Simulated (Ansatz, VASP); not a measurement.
# Two plane-wave programs on Zn3SeS2

```
CELL_PARAMETERS angstrom
3.91584 0.00000 0.00000
-1.95792 3.39122 0.00000
0.00000 0.00000 19.21942
ATOMIC_POSITIONS crystal
Zn 0.00000 0.00000 0.00510
Zn 0.00000 0.00000 0.50510
Zn 0.33333 0.66667 0.16671
Zn 0.66667 0.33333 0.66671
Zn 0.66667 0.33333 0.32846
Zn 0.33333 0.66667 0.82846
Se 0.66667 0.33333 0.45742
Se 0.33333 0.66667 0.95742
S 0.00000 0.00000 0.12771
S 0.00000 0.00000 0.62771
S 0.33333 0.66667 0.28960
S 0.66667 0.33333 0.78960
```

Alike in both runs: functional PBE; k mesh 12 × 12 × 2; occupations gaussian, width 0.02 eV; no spin polarisation.

Ansatz relaxed the structure, and its values are those at the end. VASP's run is a single point on that final structure, the one shown.

```csv
,VASP,Ansatz
version,VASP 6.6.1,Ansatz 0.2.0
potentials or method,"VASP PAW PBE potentials, release 64 (Zn, Se, S), cutoff 520 eV","scalar-relativistic, plane waves, PAW"
valence electrons in the cell,108,128
```

|  | VASP | Ansatz | Ansatz less VASP |
| --- | --- | --- | --- |
| gap on the k mesh at the Fermi level (eV) | 1.45 | 1.45 | 0.000 |
| least direct gap on the mesh (eV) | 1.45 | 1.45 | 0.000 |
| pressure (GPa) | 0.2 | 0.0 | -0.17 |
| rms of the force components (eV/Å) | 0.004 | 0.003 | -0.0010 |

With one functional, cell and mesh, what is left measures potentials, basis and numerics. VASP's potentials hold 108 valence electrons a cell and Ansatz's 128, so a difference there can come from the potentials and not from the codes.
